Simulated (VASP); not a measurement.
# BaO (Fm-3m) in VASP: single point with PBEsol

Aim: the single point of BaO with PBEsol.

Everything below comes from runs of VASP 6.6.1. Logs are shortened: lines on timing, memory, paths and dates and some standing lists are left out, and cuts for length are marked.

## 1. The cell of the first run

It takes space group Fm-3m (No. 225, cubic). Conventional cell: a = 5.435 Å, b = 5.435 Å, c = 5.435 Å, α = 90.00°, β = 90.00°, γ = 90.00°. Within 3.6 Å of Ba (site symmetry m-3m) lie 6 O at 2.72 Å. O (site symmetry m-3m) has 6 Ba at 2.72 Å within 3.6 Å.

## 2. Single point, PBEsol (strained cell)

INCAR

```
SYSTEM = BaO
ALGO = Normal ; EDIFF = 1E-6
ENCUT = 1340 ; GGA = PS
GGA_COMPAT = .False. ; ISIF = 2
ISMEAR = 0 ; LASPH = .True.
LCHARG = .False. ; LREAL = .False.
LWAVE = .False. ; NBANDS = 15
NELM = 120 ; PREC = Accurate
SIGMA = 0.02
```

KPOINTS

```
k-points
0
Gamma
  8 8 8
  0 0 0
```

POSCAR

```
BaO
1.0
    0.0000000000      2.7176118866      2.7176118866
    2.7176118866      0.0000000000      2.7176118866
    2.7176118866      2.7176118866      0.0000000000
Ba O
1 1
Direct
    0.0000000000      0.0000000000      0.0000000000
    0.5000000000      0.5000000000      0.5000000000
```

Potentials or basis: VASP PAW PBE potentials, release 64 (Ba_sv, O_h).

The run is started by

```sh
> cat potpaw_PBE.64/Ba_sv/POTCAR potpaw_PBE.64/O_h/POTCAR > POTCAR
> mpirun -np 1 vasp_std > vasp.out
```

OUTCAR:

```text
SYSTEM = BaO
   EDIFF = 1E-6
   ENCUT = 1340
   GGA = PS
   ISIF = 2
   ISMEAR = 0
   LASPH = .True.
   LREAL = .False.
   NELM = 120
   PREC = Accurate

 ion  position               nearest neighbor table
   1  0.000  0.000  0.000-   2 2.72   2 2.72   2 2.72   2 2.72   2 2.72   2 2.72
   2  0.500  0.500  0.500-   1 2.72   1 2.72   1 2.72   1 2.72   1 2.72   1 2.72

  LATTYP: Found a face centered cubic cell.
 ALAT       =     5.4352237732

  Lattice vectors:

 A1 = (   0.0000000000,   2.7176118866,   2.7176118866)
 A2 = (   2.7176118866,   0.0000000000,   2.7176118866)
 A3 = (   2.7176118866,   2.7176118866,   0.0000000000)

Analysis of symmetry for initial positions (statically):
=====================================================================
 Subroutine PRICEL returns:
 Original cell was already a primitive cell.

 Routine SETGRP: Setting up the symmetry group for a
 face centered cubic supercell.

 Subroutine GETGRP returns: Found 48 space group operations
 (whereof 48 operations were pure point group operations)
 out of a pool of 48 trial point group operations.

The static configuration has the point symmetry O_h .

Analysis of symmetry for dynamics (positions and initial velocities):
=====================================================================
 Subroutine PRICEL returns:
 Original cell was already a primitive cell.

 Routine SETGRP: Setting up the symmetry group for a
 face centered cubic supercell.

 Subroutine GETGRP returns: Found 48 space group operations
 (whereof 48 operations were pure point group operations)
 out of a pool of 48 trial point group operations.

The dynamic configuration has the point symmetry O_h .

 Subroutine INISYM returns: Found 48 space group operations
 (whereof 48 operations are pure point group operations),
 and found     1 'primitive' translations

----------------------------------------------------------------------------------------

                                     Primitive cell

  volume of cell :      40.1414

  direct lattice vectors                    reciprocal lattice vectors
     0.000000000  2.717611887  2.717611887    -0.183985065  0.183985065  0.183985065
     2.717611887  0.000000000  2.717611887     0.183985065 -0.183985065  0.183985065
     2.717611887  2.717611887  0.000000000     0.183985065  0.183985065 -0.183985065

  length of vectors
     3.843283587  3.843283587  3.843283587     0.318671481  0.318671481  0.318671481

  position of ions in fractional coordinates (direct lattice)
     0.000000000  0.000000000  0.000000000
     0.500000000  0.500000000  0.500000000

  ion indices of the primitive-cell ions
   primitive index   ion index
                 1           1
                 2           2

----------------------------------------------------------------------------------------

 KPOINTS: k-points

Automatic generation of k-mesh.
 Grid dimensions read from file:
 generate k-points for:    8    8    8

 Generating k-lattice:

  Cartesian coordinates                     Fractional coordinates (reciprocal lattice)
    -0.022998133  0.022998133  0.022998133     0.125000000  0.000000000  0.000000000
     0.022998133 -0.022998133  0.022998133     0.000000000  0.125000000  0.000000000
     0.022998133  0.022998133 -0.022998133     0.000000000  0.000000000  0.125000000

  Length of vectors
     0.039833935  0.039833935  0.039833935

  Shift w.r.t. Gamma in fractional coordinates (k-lattice)
     0.000000000  0.000000000  0.000000000

 Subroutine IBZKPT returns following result:
 ===========================================

 Found     29 irreducible k-points:

 Following reciprocal coordinates:
            Coordinates               Weight
  0.000000  0.000000  0.000000      1.000000
  0.125000  0.000000  0.000000      8.000000
  0.250000  0.000000  0.000000      8.000000
  0.375000  0.000000  0.000000      8.000000
  0.500000  0.000000  0.000000      4.000000
  0.125000  0.125000  0.000000      6.000000
[... 16 lines left out ...]
  0.500000  0.250000  0.125000     48.000000
 -0.375000  0.250000  0.125000     24.000000
 [... further k-points ...]
   k-points           NKPTS =     29   k-points in BZ     NKDIM =     29   number of bands    NBANDS=     15
   number of dos      NEDOS =    301   number of ions     NIONS =      2
   total plane-waves  NPLWV = 110592
   dimension x,y,z NGX =    48 NGY =   48 NGZ =   48
   dimension x,y,z NGXF=    96 NGYF=   96 NGZF=   96
   ions per type =               1   1
   NGX,Y,Z   is equivalent  to a cutoff of  20.76, 20.76, 20.76 a.u.
   NGXF,Y,Z  is equivalent  to a cutoff of  41.53, 41.53, 41.53 a.u.
 SYSTEM =  BaO
   PREC   = accura    normal or accurate (medium, high low for compatibility)
   ISTART =      0    job   : 0-new  1-cont  2-samecut
   ICHARG =      2    charge: 1-file 2-atom 10-const
   ISPIN  =      1    spin polarized calculation?
   LNONCOLLINEAR =      F non collinear calculations
   LSORBIT =      F    spin-orbit coupling
   LASPH  =      T    aspherical Exc in radial PAW
   ENCUT  = 1340.0 eV  98.49 Ry    9.92 a.u.  11.47 11.47 11.47*2*pi/ulx,y,z
   NELM   =    120;   NELMIN=  2; NELMDL= -5     # of ELM steps
   EDIFF  = 0.1E-05   stopping-criterion for ELM
   LREAL  =      F    real-space projection
   EDIFFG = 0.1E-04   stopping-criterion for IOM
   NSW    =      0    number of steps for IOM
   IBRION =     -1    ionic relax: 0-MD 1-quasi-New 2-CG
   NFREE  =      0    steps in history (QN), initial steepest desc. (CG)
   ISIF   =      2    stress and relaxation
   ISYM   =      2    0-nonsym 1-usesym 2-fastsym
   POTIM  = 0.5000    time-step for ionic-motion
   TEBEG  =    0.0;   TEEND  =   0.0 temperature during run
   PSTRESS=    0.0 pullay stress
   NELECT =      16.0000    total number of electrons
   NUPDOWN=      -1.0000    fix difference up-down
   EMIN   =  10.00;   EMAX   =-10.00  energy-range for DOS
   EFERMI =   0.00;   METHOD = LEGACY
   ISMEAR =     0;   SIGMA  =   0.02  broadening in eV -4-tet -1-fermi 0-gaus
   EFERMI_NEDOS =   21; number of points for ismear=-14 and -15
   IALGO  =     38    algorithm
   IMIX   =      4    mixing-type and parameters
     AMIX     =   0.40;   BMIX     =  1.00
     AMIX_MAG =   1.60;   BMIX_MAG =  1.00
  volume/ion in A,a.u.               =      20.07       135.44
  Fermi-wavevector in a.u.,A,eV,Ry     =   1.204807  2.276755 19.749663  1.451559
  Thomas-Fermi vector in A             =   2.340521
   LORBIT       =      0    0 simple, 1 ext, 2 COOP (PROOUT), +10 PAW based schemes
   GGA     = PS    functional components
   LHFCALC =     F    Hartree Fock is set to
   AEXX    =    0.0000 exact exchange contribution
   IVDW    =     0    specifies the selected vdW correction
   LEPSILON=     F    determine dielectric tensor
   LRPA    =     F    only Hartree local field effects (RPA)
 non-spin polarized calculation
 Gauss-broadening in eV      SIGMA  =   0.02
  energy-cutoff  :     1340.00
  volume of cell :       40.14
 maximum number of plane-waves:      4520
 NGX is ok and might be reduce to    48
   NGX = 23   NGY = 23   NGZ = 23

 number of electron      16.0000000 magnetization

 Free energy of the ion-electron system (eV)
  ---------------------------------------------------
  ext. energy  EPLUGINS =         0.00000000
  ---------------------------------------------------
  free energy    TOTEN  =       -12.37377196 eV

  energy without entropy =      -12.37377196  energy(sigma->0) =      -12.37377196

 E-fermi :   2.5232     XC(G=0): -10.1235

 val. band max:        2.3196088661   @ k =   0.5000   0.5000   0.0000
 cond. band min:       3.9663305517   @ k =   0.5000   0.5000   0.0000
 fundamental gap:      1.6467216857
 Fermi energy:         2.5231987409

 k-point     1 :       0.0000    0.0000    0.0000
  band No.  band energies     occupation
      1     -23.5595      2.00000
      2     -12.7901      2.00000
      3      -7.9250      2.00000
      4      -7.9250      2.00000
      5      -7.9250      2.00000
      6       1.8032      2.00000
      7       1.8032      2.00000
      8       1.8032      2.00000
      9       5.9175      0.00000
     10       6.8947      0.00000
     11       6.8947      0.00000
     12       6.8947      0.00000
     13       9.3311      0.00000
     14       9.3311      0.00000
     15      12.0863      0.00000

 k-point     2 :       0.1250    0.0000    0.0000
  band No.  band energies     occupation
      1     -23.5130      2.00000
      2     -12.9222      2.00000
      3      -7.9646      2.00000
      4      -7.9457      2.00000
      5      -7.9457      2.00000
      6       1.4407      2.00000
      7       1.5765      2.00000
      8       1.5765      2.00000
      9       6.5570      0.00000
     10       6.7942      0.00000
     11       7.2075      0.00000
     12       7.2075      0.00000
     13       9.7752      0.00000
     14       9.7752      0.00000
     15      13.1275      0.00000

 k-point     3 :       0.2500    0.0000    0.0000
  band No.  band energies     occupation
      1     -23.3972      2.00000
      2     -13.2419      2.00000
      3      -8.0526      2.00000
      4      -7.9941      2.00000
      5      -7.9941      2.00000
      6       0.7630      2.00000
      7       1.0977      2.00000
      8       1.0977      2.00000
      9       6.6683      0.00000
     10       8.0579      0.00000
     11       8.0579      0.00000
     12       8.2558      0.00000
     13      10.8666      0.00000
     14      10.8666      0.00000
     15      15.3882      0.00000
[... 343 lines left out ...]
 k-point    23 :       0.5000    0.2500    0.1250
  band No.  band energies     occupation
      1     -23.2177      2.00000
      2     -13.4405      2.00000
      3      -8.6616      2.00000
      4      -8.4928      2.00000
      5      -8.0552      2.00000
      6       0.6294      2.00000
      7       0.9041      2.00000
      8       1.6259      2.00000
      9       6.3022      0.00000
     10       8.3609      0.00000
     11       9.8596      0.00000
     12      10.0014      0.00000
     13      12.1554      0.00000
     14      13.6673      0.00000
     15      15.3732      0.00000

 k-point    24 :      -0.3750    0.2500    0.1250
  band No.  band energies     occupation
      1     -23.1770      2.00000
      2     -13.5029      2.00000
      3      -8.6834      2.00000
      4      -8.6730      2.00000
      5      -8.0421      2.00000
      6       0.5005      2.00000
      7       1.2202      2.00000
      8       1.2758      2.00000
      9       7.1048      0.00000
     10       7.7341      0.00000
     11      10.3578      0.00000
     12      10.4507      0.00000
     13      12.7754      0.00000
     14      14.3968      0.00000
     15      14.7778      0.00000

 [... further k-points ...]

------------------------ aborting loop because EDIFF is reached ----------------------------------------

  FORCE on cell =-STRESS in cart. coord.  units (eV):
  Direction    XX          YY          ZZ          XY          YZ          ZX
  --------------------------------------------------------------------------------------
  -------------------------------------------------------------------------------------
  Total        1.1544653      1.1544653      1.1544653      0.0000000      0.0000000      0.0000000
  in kB       46.0785871     46.0785871     46.0785871      0.0000000      0.0000000      0.0000000
  external PRESSURE =      46.0785871 kB  Pullay stress =       0.0000000 kB

 VOLUME and BASIS-vectors are now :
 -----------------------------------------------------------------------------
  energy-cutoff  :     1340.00
  volume of cell :       40.14
      direct lattice vectors                 reciprocal lattice vectors
     0.000000000  2.717611887  2.717611887    -0.183985065  0.183985065  0.183985065
     2.717611887  0.000000000  2.717611887     0.183985065 -0.183985065  0.183985065
     2.717611887  2.717611887  0.000000000     0.183985065  0.183985065 -0.183985065

 POSITION                                       TOTAL-FORCE (eV/Angst)
 -----------------------------------------------------------------------------------
      0.00000      0.00000      0.00000        -0.000000      0.000000     -0.000000
      2.71761      2.71761      2.71761         0.000000     -0.000000      0.000000
 -----------------------------------------------------------------------------------
    total drift:                               -0.000000     -0.000000     -0.000000

  FREE ENERGIE OF THE ION-ELECTRON SYSTEM (eV)
  ---------------------------------------------------
  free  energy   TOTEN  =       -12.3737719586 eV

  energy  without entropy=      -12.3737719586  energy(sigma->0) =      -12.37377196
```

It took 71 s on 1 thread of AMD EPYC 7R43 (Zen 3), shared host; peak memory 0.32 GiB.

What came out:

```yaml
Free_energy: -12.3738 eV
Pressure: 4.6 GPa
Band_gap_on_the_k_mesh: 1.65 eV
```

Caveat: the cell differs from its parent crystal (strained cell); the cell stands under pressure; the PAW data sets were made with another functional, which shifts forces and pressure a little; spin-orbit coupling is left out, which moves the levels of the heavy elements. A k mesh can miss the band edges.
